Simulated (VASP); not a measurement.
The system is HfBr.

```
Hf Br
1.0
     3.42171    0.00000    0.00000
     0.00000    3.42171    0.00000
     0.00000    0.00000    3.42171
Hf Br
1 1
Cartesian
  0.0000 0.0000 0.0000
  1.7109 1.7109 1.7109
```

| Property | Result |
| --- | --- |
| Program | VASP 6.6.1 |
| Task | relaxation of cell and atoms |
| Functional | PBE |
| Potentials or basis | VASP PAW PBE potentials, release 64 (Hf_pv, Br) |
| Cutoff | 600 eV |
| k mesh | 6 × 6 × 6 |
| Occupations | gaussian, width 0.1 eV |
| Spin | no spin polarisation |

At the start: pressure 2.0 GPa; volume 20.03 Å³/atom.

Q: Where does the relaxation end?

A: Over 3 steps the energy falls by 3.3 meV/atom and the volume is 20.57 Å³/atom (+2.7 %); space group Pm-3m (No. 221, to 0.05 Å).

Step by step:
```
step  energy change (eV)  largest force (eV/Å)  pressure (GPa)  volume (Å³)
   1              0.0000                0.0000            2.02        40.06
   2             -0.0058                0.0000           -0.62        41.54
   3             -0.0066                0.0000            0.01        41.15
```

Final structure:
```
Hf Br
1.0
     3.45236    0.00000    0.00000
     0.00000    3.45236    0.00000
     0.00000    0.00000    3.45236
Hf Br
1 1
Direct
  0.00000 0.00000 0.00000
  0.50000 0.50000 0.50000
```

Caveat: an odd number of electrons without spin polarisation forces a metal; a magnetic or distorted state may lie lower.
